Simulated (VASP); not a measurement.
Crystal: Ni.

```
Ni
1.0
     0.00000    1.73757    1.73757
     1.73757    0.00000    1.73757
     1.73757    1.73757    0.00000
Ni
1
Direct
  0.00000 0.00000 0.00000
```

Base run:

| Item | Value |
| --- | --- |
| Program | VASP 6.6.1 |
| Functional | r2SCAN |
| Potentials or basis | VASP PAW PBE potentials, release 64 (Ni_sv_GW) |
| Cutoff | 760 eV |
| k mesh | 13 × 13 × 13 |
| Occupations | fermi-dirac, width 0.05 eV |
| Spin | collinear spin, ferromagnetic start |
| Starting moments | [1.0] μB |

Its results: pressure -0.4 GPa; net moment 0.72 μB per cell; site moments Ni +0.79 μB.

Task: The run is repeated on the same cell with these changes: functional from r2SCAN to B3LYP; cutoff from 760 eV to 510 eV; k mesh from 13 × 13 × 13 to 7 × 7 × 7. What comes out?

Result: Pressure 10.5 GPa; net moment 0.85 μB per cell; site moments Ni +0.94 μB.

Several settings changed at once.

Caveats: some runs use coarse meshes; the PAW data sets were made with another functional, which shifts forces and pressure a little.
